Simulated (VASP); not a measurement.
TaTlP2O8, 24 atoms in the cell. The typed cell holds 24 atoms: a = 5.354 Å, b = 9.274 Å, c = 8.373 Å, α = 90.00°, β = 90.00°, γ = 90.00°. 

| Item | Value |
| --- | --- |
| Program | VASP 6.6.1 |
| Task | single point |
| Functional | PBEsol |
| Potentials or basis | VASP PAW PBE potentials, release 64 (Ta_pv, Tl_d, P, O) |
| Cutoff | 520 eV |
| k mesh | 2 × 1 × 1 |
| Occupations | fermi-dirac, width 0.05 eV |
| Spin | no spin polarisation |
| Dipole correction | no |
| Further INCAR settings | LREAL = Auto; ALGO = Normal; EDIFF = 1e-06; NBANDS = 100 |

Potentials or basis: VASP PAW PBE potentials, release 64 (Ta_pv, Tl_d, P, O).

The run is started by

```sh
$ cat potpaw_PBE.64/Ta_pv/POTCAR potpaw_PBE.64/Tl_d/POTCAR potpaw_PBE.64/P/POTCAR potpaw_PBE.64/O/POTCAR > POTCAR
$ mpirun -np 1 vasp_std > vasp.out
```

Hardware: 1 thread of Intel(R) Xeon(R) Platinum 8488C (Sapphire Rapids) (shared host).

Estimate the wall time of this run.

Run time: 120 s on 1 thread of Intel(R) Xeon(R) Platinum 8488C (Sapphire Rapids), on a shared host, peak memory 0.44 GiB. Counts: scf iterations 18, k points 2.
